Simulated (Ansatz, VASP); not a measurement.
One calculation of Ba, two programs

INCAR

```
PREC = Accurate ; ENCUT = 520
EDIFF = 1E-7 ; ISMEAR = 0
SIGMA = 0.15 ; LREAL = False
LASPH = True ; NELM = 80
ALGO = Fast ; ISIF = 2
LWAVE = False ; LCHARG = False
GGA = PS ; NBANDS = 11
```

File KPOINTS:

```
Automatic mesh
0
Gamma
  14 14 14
```

POSCAR

```
Ba
1.0
    1.3324200503      3.7901550177      3.7901550177
    3.7901550177      1.3324200503      3.7901550177
    3.7901550177      3.7901550177      1.3324200503
Ba
1
Direct
    0.0000000000      0.0000000000      0.0000000000
```

Input for Ansatz:

```yaml
crystal:
  lattice:
    - [1.3324200503, 3.7901550177, 3.7901550177]
    - [3.7901550177, 1.3324200503, 3.7901550177]
    - [3.7901550177, 3.7901550177, 1.3324200503]
  atoms:
    - { symbol: Ba, position: [0.0, 0.0, 0.0] }
basis:
  ecutwfc: 420
kpoints:
  mp_grid: { grid: [14, 14, 14] }
hamiltonian:
  xc: pbesol
  pseudopotentials: { kind: paw }
scf:
  occupations: { method: gaussian, width: 0.15 }
output:
  forces: true
  stress: true
  eigenvalues: true
```

Alike in both runs: task single point; functional PBEsol; k mesh 14 × 14 × 14; occupations gaussian, width 0.15 eV; no spin polarisation.

|  | VASP | Ansatz |
| --- | --- | --- |
| version | VASP 6.6.1 | Ansatz 0.2.0 |
| potentials or method | VASP PAW PBE potentials, release 64 (Ba_sv), cutoff 520 eV | scalar-relativistic, plane waves, PAW |
| valence electrons in the cell | 10 | 10 |

|  | VASP | Ansatz | Ansatz less VASP |
| --- | --- | --- | --- |
| gap on the k mesh at the Fermi level (eV) | none | none | - |
| pressure (GPa) | 3.5 | 3.1 | -0.43 |
| traceless stress, the component that is largest in VASP (GPa) | -3.97 | -3.75 | +0.221 |

VASP's potentials were made for PBE, not for PBEsol. A gap of «none» marks a metal or a gap that the smearing closes. The functional is the same, so the differences come from potentials, cutoffs and numerics.

Neither program's run includes spin-orbit coupling.
